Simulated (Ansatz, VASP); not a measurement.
# One calculation of BN, two programs

INCAR

```
PREC = Accurate ; ENCUT = 520
EDIFF = 1E-7 ; ISMEAR = 0
SIGMA = 0.05 ; LREAL = F
LASPH = T ; NELM = 80
ALGO = Normal ; ISIF = 2
LWAVE = F ; LCHARG = T
GGA = PS ; LELF = T
LVHAR = T ; NBANDS = 26
```

KPOINTS

```
Automatic mesh
0
Gamma
  6 6 10
```

File POSCAR:

```
BN
1.0
    4.4312000000      0.0000000000      0.0000000000
    0.0000000000      4.4312000000      0.0000000000
    0.0000000000      0.0000000000      2.6142000000
B N
4 4
Direct
    0.1741337327      0.8258662673      0.5000000000
    0.3258662673      0.3258662673      0.0000000000
    0.6741337327      0.6741337327      0.0000000000
    0.8258662673      0.1741337327      0.5000000000
    0.8123909516      0.8123909516      0.5000000000
    0.3123909516      0.6876090484      0.0000000000
    0.6876090484      0.3123909516      0.0000000000
    0.1876090484      0.1876090484      0.5000000000
```

Input for Ansatz:

```yaml
crystal:
  lattice:
    - [4.4312, 0.0, 0.0]
    - [0.0, 4.4312, 0.0]
    - [0.0, 0.0, 2.6142]
  atoms:
    - { symbol: B, position: [0.1741337327, 0.8258662673, 0.5] }
    - { symbol: B, position: [0.3258662673, 0.3258662673, 0.0] }
    - { symbol: B, position: [0.6741337327, 0.6741337327, 0.0] }
    - { symbol: B, position: [0.8258662673, 0.1741337327, 0.5] }
    - { symbol: "N", position: [0.8123909516, 0.8123909516, 0.5] }
    - { symbol: "N", position: [0.3123909516, 0.6876090484, 0.0] }
    - { symbol: "N", position: [0.6876090484, 0.3123909516, 0.0] }
    - { symbol: "N", position: [0.1876090484, 0.1876090484, 0.5] }
basis:
  ecutwfc: 520.0
kpoints:
  mp_grid: { grid: [6, 6, 10] }
hamiltonian:
  xc: pbesol
  pseudopotentials: { kind: paw, azcp: { folder: soft_1 } }
scf:
  occupations: { method: gaussian, width: 0.05 }
output:
  forces: true
  stress: true
  eigenvalues: true
```

Alike in both runs: task single point; functional PBEsol; k mesh 6 × 6 × 10; occupations gaussian, width 0.05 eV; no spin polarisation.

|  | VASP | Ansatz |
| --- | --- | --- |
| version | VASP 6.6.1 | Ansatz 0.2.0 |
| potentials or method | VASP PAW PBE potentials, release 64 (B, N), cutoff 520 eV | scalar-relativistic, plane waves, PAW |
| valence electrons in the cell | 32 | 32 |

|  | VASP | Ansatz | Ansatz less VASP |
| --- | --- | --- | --- |
| gap on the k mesh at the Fermi level (eV) | 4.59 | 4.61 | +0.011 |
| least direct gap on the mesh (eV) | 5.64 | 5.65 | +0.011 |
| pressure (GPa) | -14.9 | -15.4 | -0.52 |
| traceless stress, the component that is largest in VASP (GPa) | -12.45 | -12.45 | -0.002 |
| rms of the force components (eV/Å) | 0.043 | 0.038 | -0.0049 |

VASP's potentials were made for PBE, not for PBEsol, and Ansatz warns of the same on its side. Atom by atom the forces differ by 0.005 eV/Å (rms over components).
